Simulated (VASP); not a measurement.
The system is Hf2N.

```xyz
6
Lattice="5.3131 0.0000 0.0000 0.0000 5.3131 0.0000 0.0000 0.0000 3.2421" Properties=species:S:1:pos:R:3 pbc="T T T"
Hf    1.5702    1.5702    0.0000
Hf    3.7429    3.7429    0.0000
Hf    4.2268    1.0863    1.6210
Hf    1.0863    4.2268    1.6210
N     0.0000    0.0000    0.0000
N     2.6566    2.6566    1.6210
```

| Quantity | Value |
| --- | --- |
| Program | VASP 6.6.1 |
| Task | relaxation of cell and atoms |
| Functional | PBEsol |
| Potentials or basis | VASP PAW PBE potentials, release 64 (Hf_pv, N) |
| Cutoff | 600 eV |
| k mesh | 1 × 1 × 2 |
| Occupations | gaussian, width 0.1 eV |
| Spin | no spin polarisation |

At the start: pressure -0.4 GPa; volume 15.25 Å³/atom.

**Question.** Where does the relaxation end?

**Answer.** Over 27 steps the energy falls by 111.2 meV/atom and the volume is 15.66 Å³/atom (+2.7 %); space group P4_2/mnm (No. 136, to 0.05 Å).

The path:
| step | energy change (eV) | largest force (eV/Å) | pressure (GPa) | volume (Å³) |
| --- | --- | --- | --- | --- |
| 1 | 0.0000 | 0.9661 | -0.38 | 91.52 |
| 2 | -0.2572 | 0.4552 | 1.99 | 90.84 |
| 3 | -0.2802 | 0.2963 | 1.03 | 91.02 |
| 4 | -0.2806 | 0.2904 | 0.94 | 91.04 |
| 5 | -0.3053 | 0.5495 | -0.94 | 92.14 |
| 6 | -0.4523 | 1.5822 | -5.94 | 95.51 |
| 7 | -0.1408 | 0.6708 | -12.88 | 102.44 |
| 8 | -0.4963 | 1.1258 | -7.97 | 97.07 |
| 9 | -0.4980 | 1.1006 | -8.01 | 97.12 |
| 10 | -0.5021 | 1.0236 | -8.14 | 97.27 |
| 11 | -0.5071 | 0.8656 | -8.37 | 97.56 |
| 12 | -0.5031 | 0.5384 | -8.80 | 98.15 |
| 13 | -0.5079 | 0.7761 | -8.50 | 97.73 |
| 14 | -0.5133 | 0.7629 | -8.35 | 97.65 |
| 15 | -0.5288 | 0.7231 | -7.90 | 97.41 |
| 16 | -0.5574 | 0.6413 | -6.95 | 96.95 |
| 17 | -0.6042 | 0.4697 | -5.01 | 96.02 |
| 18 | -0.6537 | 0.0958 | -0.80 | 94.19 |
| 19 | -0.6566 | 0.0296 | 0.60 | 93.62 |
| 20 | -0.6566 | 0.0115 | 0.40 | 93.70 |
| 21 | -0.6585 | 0.0063 | 0.35 | 93.72 |
| 22 | -0.6631 | 0.0101 | 0.24 | 93.80 |
| 23 | -0.6671 | 0.0413 | 0.03 | 93.94 |
| 24 | -0.6671 | 0.0437 | 0.00 | 93.95 |
| 25 | -0.6672 | 0.0287 | 0.04 | 93.95 |
| 26 | -0.6672 | 0.0009 | 0.08 | 93.95 |
| 27 | -0.6672 | 0.0008 | 0.02 | 93.99 |

Final structure:
```yaml
crystal:
  lattice:
    - [5.47086, 0.00000, 0.00000]
    - [0.00000, 5.47086, 0.00000]
    - [0.00000, 0.00000, 3.14020]
  atoms:
    - { symbol: Hf, position: [0.31488, 0.31488, 0.00000] }
    - { symbol: Hf, position: [0.68512, 0.68512, 0.00000] }
    - { symbol: Hf, position: [0.81488, 0.18512, 0.50000] }
    - { symbol: Hf, position: [0.18512, 0.81488, 0.50000] }
    - { symbol: N, position: [0.00000, 0.00000, 0.00000] }
    - { symbol: N, position: [0.50000, 0.50000, 0.50000] }
```

Caveat: the k points lie up to 1.15 Å⁻¹ apart in the final cell; the PAW data sets were made with another functional, which shifts forces and pressure a little.
